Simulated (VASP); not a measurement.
Wanted: the native input for a VASP 6.6.1 run.

```yaml
Task: single point
Functional: PBE
Potentials_or_basis: VASP PAW PBE potentials, release 64 (Tl_d, In_d, F)
Cutoff: 520 eV
k_mesh: 4 × 4 × 4
Occupations: fermi-dirac, width 0.1061 eV
Spin: no spin polarisation
Dipole_correction: no
Further_INCAR_settings: ALGO = Normal; EDIFF = 1e-07; NBANDS = 50
```

The structure of TlInF2 lies in POSCAR:

```
TlInF2
1.0
   -3.6337430000      3.6337430000      3.0720400000
    3.6337430000     -3.6337430000      3.0720400000
    3.6337430000      3.6337430000     -3.0720400000
Tl In F
2 2 4
Direct
    0.2500000000      0.2500000000      0.0000000000
    0.7500000000      0.7500000000      0.0000000000
    0.7500000000      0.2500000000      0.5000000000
    0.2500000000      0.7500000000      0.5000000000
    0.6813000000      0.1813000000      0.8626000000
    0.1813000000      0.3187000000      0.5000000000
    0.3187000000      0.8187000000      0.1374000000
    0.8187000000      0.6813000000      0.5000000000
```

The input as run:

INCAR

```
SYSTEM = TlInF2
  ALGO = Normal
  EDIFF = 1E-7
  ENCUT = 520
  GGA = PE
  ISIF = 2
  ISMEAR = -1
  LASPH = .True.
  LCHARG = .False.
  LREAL = .False.
  LWAVE = .False.
  NBANDS = 50
  NELM = 60
  PREC = Accurate
  SIGMA = 0.1061
```

KPOINTS

```
k-points
0
Gamma
  4 4 4
  0 0 0
```

Potentials or basis: VASP PAW PBE potentials, release 64 (Tl_d, In_d, F).

Run with:

```console
$ cat potpaw_PBE.64/Tl_d/POTCAR potpaw_PBE.64/In_d/POTCAR potpaw_PBE.64/F/POTCAR > POTCAR
$ mpirun -np 1 vasp_std > vasp.out
```

It gave:

The pressure is 3.3 GPa. The largest force is 0.521 eV/Å and the band gap on the k mesh is zero (band 40 reaches 4.67 eV, above the bottom of band 41 at 4.58 eV).

Caveat: spin-orbit coupling is left out, which moves the levels of the heavy elements.

Wall time 2.6 min on 1 thread of Intel(R) Xeon(R) Platinum 8488C (Sapphire Rapids) (shared host), peak memory 0.36 GiB.
